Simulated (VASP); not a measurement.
# Ti (P6_3/mmc) in VASP: a series of runs

Ti is run at these levels: r2SCAN; tasks: single point.

All numbers are computed with VASP 6.6.1; they aren't measurements. Logs are shortened: lines on timing, memory, paths and dates and some standing lists are left out, and cuts for length are marked.

## (1) The cell of the first run

The structure is hexagonal, space group P6_3/mmc (No. 194). Conventional cell: a = 2.935 Å, b = 2.935 Å, c = 4.638 Å, α = 90.00°, β = 90.00°, γ = 120.00°. Ti (site symmetry -6m2) has 12 Ti at 2.87 to 2.94 Å within 3.8 Å.

## (2) Single point, r2SCAN

Contents of POSCAR:

```
Ti
1.0
    2.9351862673      0.0000000000      0.0000000000
   -1.4675931337      2.5419458723      0.0000000000
    0.0000000000      0.0000000000      4.6380487275
Ti
2
Direct
    0.3333333333      0.6666666667      0.2500000000
    0.6666666667      0.3333333333      0.7500000000
```

Contents of INCAR.step1:

```
PREC     = Accurate       # precision mode
ENCUT    = 520            # plane-wave cutoff, eV
ISMEAR   = 0              # smearing method
SIGMA    = 0.1            # smearing width, eV
LREAL    = F              # projectors in reciprocal space
LASPH    = T              # aspherical terms in the spheres
NELM     = 80             # most SCF steps
NBANDS   = 19             # bands
GGA      = PE             # functional
ALGO     = Normal         # electronic algorithm
EDIFF    = 1E-4           # SCF threshold, eV
LWAVE    = T              # write WAVECAR
LCHARG   = F              # write CHGCAR
```

Contents of INCAR.step2:

```
PREC     = Accurate       # precision mode
ENCUT    = 520            # plane-wave cutoff, eV
EDIFF    = 1E-6           # SCF threshold, eV
ISMEAR   = 0              # smearing method
SIGMA    = 0.1            # smearing width, eV
LREAL    = F              # projectors in reciprocal space
LASPH    = T              # aspherical terms in the spheres
NELM     = 80             # most SCF steps
ALGO     = Normal         # electronic algorithm
ISIF     = 2              # what is computed and relaxed
LWAVE    = F              # write WAVECAR
LCHARG   = F              # write CHGCAR
METAGGA  = R2SCAN         # meta-GGA
LMIXTAU  = T            
NBANDS   = 19             # bands
ISTART   = 1
```

Contents of KPOINTS:

```
regular mesh
0
Gamma
  18 18 10
```

Potentials or basis: VASP PAW PBE potentials, release 64 (Ti_sv).

Command:

```console
> cat potpaw_PBE.64/Ti_sv/POTCAR > POTCAR
> cp INCAR.step1 INCAR
> mpirun -np 1 vasp_std > vasp.out
> cp INCAR.step2 INCAR
> mpirun -np 1 vasp_std > vasp.out
```

OUTCAR:

```text
PREC = Accurate
   ENCUT = 520
   EDIFF = 1E-6
   ISMEAR = 0
   LREAL = F
   LASPH = T
   NELM = 80
   ISIF = 2
   METAGGA = R2SCAN
   ISTART = 1

 ion  position               nearest neighbor table
   1  0.333  0.667  0.250-   2 2.87   2 2.87   2 2.87   2 2.87   2 2.87   2 2.87
   2  0.667  0.333  0.750-   1 2.87   1 2.87   1 2.87   1 2.87   1 2.87   1 2.87

  LATTYP: Found a hexagonal cell.
 ALAT       =     2.9351862673
 C/A-ratio  =     1.5801548199

  Lattice vectors:

 A1 = (   2.9351862673,   0.0000000000,   0.0000000000)
 A2 = (  -1.4675931337,   2.5419458723,   0.0000000000)
 A3 = (   0.0000000000,   0.0000000000,   4.6380487275)

Analysis of symmetry for initial positions (statically):
=====================================================================
 Subroutine PRICEL returns:
 Original cell was already a primitive cell.

 Routine SETGRP: Setting up the symmetry group for a
 hexagonal supercell.

 Subroutine GETGRP returns: Found 24 space group operations
 (whereof 12 operations were pure point group operations)
 out of a pool of 24 trial point group operations.

The static configuration has the point symmetry D_3d.
 The point group associated with its full space group is D_6h.

Analysis of symmetry for dynamics (positions and initial velocities):
=====================================================================
 Subroutine PRICEL returns:
 Original cell was already a primitive cell.

 Routine SETGRP: Setting up the symmetry group for a
 hexagonal supercell.

 Subroutine GETGRP returns: Found 24 space group operations
 (whereof 12 operations were pure point group operations)
 out of a pool of 24 trial point group operations.

The dynamic configuration has the point symmetry D_3d.
 The point group associated with its full space group is D_6h.

 Subroutine INISYM returns: Found 24 space group operations
 (whereof 12 operations are pure point group operations),
 and found     1 'primitive' translations

----------------------------------------------------------------------------------------

                                     Primitive cell

  volume of cell :      34.6049

  direct lattice vectors                    reciprocal lattice vectors
     2.935186267  0.000000000  0.000000000     0.340693881  0.196699704  0.000000000
    -1.467593134  2.541945872  0.000000000     0.000000000  0.393399407  0.000000000
     0.000000000  0.000000000  4.638048728     0.000000000  0.000000000  0.215607912

  length of vectors
     2.935186267  2.935186267  4.638048728     0.393399407  0.393399407  0.215607912

  position of ions in fractional coordinates (direct lattice)
     0.333333333  0.666666667  0.250000000
     0.666666667  0.333333333  0.750000000

  ion indices of the primitive-cell ions
   primitive index   ion index
                 1           1
                 2           2

----------------------------------------------------------------------------------------

 KPOINTS: regular mesh

Automatic generation of k-mesh.
 Grid dimensions read from file:
 generate k-points for:   18   18   10

 Generating k-lattice:

  Cartesian coordinates                     Fractional coordinates (reciprocal lattice)
     0.018927438  0.010927761  0.000000000     0.055555556  0.000000000  0.000000000
     0.000000000  0.021855523  0.000000000     0.000000000  0.055555556  0.000000000
     0.000000000  0.000000000  0.021560791     0.000000000  0.000000000  0.100000000

  Length of vectors
     0.021855523  0.021855523  0.021560791

  Shift w.r.t. Gamma in fractional coordinates (k-lattice)
     0.000000000  0.000000000  0.000000000

 Subroutine IBZKPT returns following result:
 ===========================================

 Found    222 irreducible k-points:

 Following reciprocal coordinates:
            Coordinates               Weight
  0.000000  0.000000  0.000000      1.000000
  0.055556 -0.000000  0.000000      6.000000
  0.111111 -0.000000  0.000000      6.000000
  0.166667 -0.000000  0.000000      6.000000
  0.222222 -0.000000  0.000000      6.000000
  0.277778 -0.000000  0.000000      6.000000
[... 16 lines left out ...]
  0.333333  0.111111  0.000000     12.000000
  0.388889  0.111111  0.000000     12.000000
 [... further k-points ...]
   k-points           NKPTS =    222   k-points in BZ     NKDIM =    222   number of bands    NBANDS=     19
   number of dos      NEDOS =    301   number of ions     NIONS =      2
   total plane-waves  NPLWV =  20736
   dimension x,y,z NGX =    24 NGY =   24 NGZ =   36
   dimension x,y,z NGXF=    48 NGYF=   48 NGZF=   72
   ions per type =               2
   NGX,Y,Z   is equivalent  to a cutoff of  13.59, 13.59, 12.90 a.u.
   NGXF,Y,Z  is equivalent  to a cutoff of  27.19, 27.19, 25.81 a.u.
 SYSTEM =  unknown system
   PREC   = accura    normal or accurate (medium, high low for compatibility)
   ISTART =      1    job   : 0-new  1-cont  2-samecut
   ICHARG =      0    charge: 1-file 2-atom 10-const
   ISPIN  =      1    spin polarized calculation?
   LNONCOLLINEAR =      F non collinear calculations
   LSORBIT =      F    spin-orbit coupling
   LASPH  =      T    aspherical Exc in radial PAW
   ENCUT  =  520.0 eV  38.22 Ry    6.18 a.u.   5.46  5.46  8.62*2*pi/ulx,y,z
   NELM   =     80;   NELMIN=  2; NELMDL=  0     # of ELM steps
   EDIFF  = 0.1E-05   stopping-criterion for ELM
   LREAL  =      F    real-space projection
   EDIFFG = 0.1E-04   stopping-criterion for IOM
   NSW    =      0    number of steps for IOM
   IBRION =     -1    ionic relax: 0-MD 1-quasi-New 2-CG
   NFREE  =      0    steps in history (QN), initial steepest desc. (CG)
   ISIF   =      2    stress and relaxation
   ISYM   =      2    0-nonsym 1-usesym 2-fastsym
   POTIM  = 0.5000    time-step for ionic-motion
   TEBEG  =    0.0;   TEEND  =   0.0 temperature during run
   PSTRESS=    0.0 pullay stress
   NELECT =      24.0000    total number of electrons
   NUPDOWN=      -1.0000    fix difference up-down
   EMIN   =  10.00;   EMAX   =-10.00  energy-range for DOS
   EFERMI =   0.00;   METHOD = LEGACY
   ISMEAR =     0;   SIGMA  =   0.10  broadening in eV -4-tet -1-fermi 0-gaus
   EFERMI_NEDOS =   21; number of points for ismear=-14 and -15
   IALGO  =     38    algorithm
   IMIX   =      4    mixing-type and parameters
     AMIX     =   0.40;   BMIX     =  1.00
     AMIX_MAG =   1.60;   BMIX_MAG =  1.00
  volume/ion in A,a.u.               =      17.30       116.76
  Fermi-wavevector in a.u.,A,eV,Ry     =   1.449104  2.738409 28.570898  2.099902
  Thomas-Fermi vector in A             =   2.566869
   LORBIT       =      0    0 simple, 1 ext, 2 COOP (PROOUT), +10 PAW based schemes
   METAGGA = R2SCAN    functional components
   LHFCALC =     F    Hartree Fock is set to
   AEXX    =    0.0000 exact exchange contribution
   IVDW    =     0    specifies the selected vdW correction
   LEPSILON=     F    determine dielectric tensor
   LRPA    =     F    only Hartree local field effects (RPA)
 non-spin polarized calculation
 Gauss-broadening in eV      SIGMA  =   0.10
  energy-cutoff  :      520.00
  volume of cell :       34.60
 maximum number of plane-waves:       965
 NGX is ok and might be reduce to    24
   NGX = 11   NGY = 11   NGZ = 17

 number of electron      24.0000002 magnetization

 Free energy of the ion-electron system (eV)
  ---------------------------------------------------
  ext. energy  EPLUGINS =         0.00000000
  ---------------------------------------------------
  free energy    TOTEN  =       -25.90547843 eV

  energy without entropy =      -25.89716474  energy(sigma->0) =      -25.90132159

 E-fermi :   8.4483     XC(G=0): -12.4156

 val. band max:        8.4456140993   @ k =   0.1667  -0.0000   0.4000
 cond. band min:       8.4517579049   @ k =   0.3333   0.2778   0.3000
 fundamental gap:      0.0061438056
 Fermi energy:         8.4482989907

 k-point     1 :       0.0000    0.0000    0.0000
  band No.  band energies     occupation
      1     -50.7931      2.00000
      2     -50.6461      2.00000
      3     -26.3615      2.00000
      4     -25.6841      2.00000
      5     -25.6840      2.00000
      6     -25.6124      2.00000
[... 11 lines left out ...]
     18      10.2608      0.00000
     19      11.8361      0.00000

 k-point     2 :       0.0556   -0.0000    0.0000
  band No.  band energies     occupation
      1     -50.7898      2.00000
      2     -50.6448      2.00000
      3     -26.3542      2.00000
      4     -25.6988      2.00000
      5     -25.6890      2.00000
      6     -25.6154      2.00000
[... 11 lines left out ...]
     18      10.2078      0.00000
     19      11.8651      0.00000

 k-point     3 :       0.1111   -0.0000    0.0000
  band No.  band energies     occupation
      1     -50.7804      2.00000
      2     -50.6412      2.00000
      3     -26.3330      2.00000
      4     -25.7412      2.00000
      5     -25.7031      2.00000
      6     -25.6381      2.00000
[... 11 lines left out ...]
     18      10.0665      0.00000
     19      11.9374      0.00000

 k-point     4 :       0.1667   -0.0000    0.0000
  band No.  band energies     occupation
      1     -50.7656      2.00000
      2     -50.6360      2.00000
      3     -26.2991      2.00000
      4     -25.8067      2.00000
      5     -25.7239      2.00000
      6     -25.7039      2.00000
[... 11 lines left out ...]
     18      10.3292      0.00000
     19      12.0254      0.00000

 k-point     5 :       0.2222   -0.0000    0.0000
  band No.  band energies     occupation
      1     -50.7469      2.00000
      2     -50.6301      2.00000
      3     -26.2549      2.00000
      4     -25.8878      2.00000
      5     -25.7826      2.00000
      6     -25.7488      2.00000
[... 11 lines left out ...]
     18      10.6700      0.00000
     19      12.1082      0.00000
[... 334 lines left out ...]
      2     -50.6232      2.00000
      3     -26.1863      2.00000
      4     -25.9710      2.00000
      5     -25.9066      2.00000
      6     -25.7711      2.00000
[... 11 lines left out ...]
     18      11.3993      0.00000
     19      12.1231      0.00000

 k-point    22 :       0.2778    0.1111    0.0000
  band No.  band energies     occupation
      1     -50.6994      2.00000
      2     -50.6200      2.00000
      3     -26.1324      2.00000
      4     -26.0476      2.00000
      5     -25.9576      2.00000
      6     -25.8085      2.00000
[... 11 lines left out ...]
     18      11.8775      0.00000
     19      12.1564      0.00000

 k-point    23 :       0.3333    0.1111    0.0000
  band No.  band energies     occupation
      1     -50.6814      2.00000
      2     -50.6191      2.00000
      3     -26.1101      2.00000
      4     -26.0800      2.00000
      5     -25.9986      2.00000
      6     -25.8388      2.00000
[... 11 lines left out ...]
     18      12.1787      0.00000
     19      12.3685      0.00000

 k-point    24 :       0.3889    0.1111    0.0000
  band No.  band energies     occupation
      1     -50.6681      2.00000
      2     -50.6200      2.00000
      3     -26.1508      2.00000
      4     -26.0378      2.00000
      5     -26.0253      2.00000
      6     -25.8584      2.00000
[... 11 lines left out ...]
     18      12.1910      0.00000
     19      12.8555      0.00000

 [... further k-points ...]

------------------------ aborting loop because EDIFF is reached ----------------------------------------

  FORCE on cell =-STRESS in cart. coord.  units (eV):
  Direction    XX          YY          ZZ          XY          YZ          ZX
  --------------------------------------------------------------------------------------
  -------------------------------------------------------------------------------------
  Total        0.0824730      0.0824730      0.0699355     -0.0000000     -0.0000000      0.0000000
  in kB        3.8184322      3.8184322      3.2379548     -0.0000000     -0.0000000      0.0000000
  external PRESSURE =       3.6249397 kB  Pullay stress =       0.0000000 kB

 VOLUME and BASIS-vectors are now :
 -----------------------------------------------------------------------------
  energy-cutoff  :      520.00
  volume of cell :       34.60
      direct lattice vectors                 reciprocal lattice vectors
     2.935186267  0.000000000  0.000000000     0.340693881  0.196699704  0.000000000
    -1.467593134  2.541945872  0.000000000     0.000000000  0.393399407  0.000000000
     0.000000000  0.000000000  4.638048728     0.000000000  0.000000000  0.215607912

 POSITION                                       TOTAL-FORCE (eV/Angst)
 -----------------------------------------------------------------------------------
     -0.00000      1.69463      1.15951         0.000000     -0.000000      0.000000
      1.46759      0.84732      3.47854        -0.000000      0.000000      0.000000
 -----------------------------------------------------------------------------------
    total drift:                                0.000000     -0.000000      0.000000

  FREE ENERGIE OF THE ION-ELECTRON SYSTEM (eV)
  ---------------------------------------------------
  free  energy   TOTEN  =       -25.9054784323 eV

  energy  without entropy=      -25.8971647446  energy(sigma->0) =      -25.90132159
```

Run time: 5 min. Hardware: 1 thread of Intel Xeon 6975P-C, shared host; peak memory 0.25 GiB.

What came out:

```yaml
Free_energy: -25.9055 eV
Pressure: 0.4 GPa
Band_gap_on_the_k_mesh: zero (band 12 reaches 9.31 eV, above the bottom of band 13 at 8.07 eV)
```

Caveat: the PAW data sets were made with another functional, which shifts forces and pressure a little.

(Part 1 of 2 ends here.)
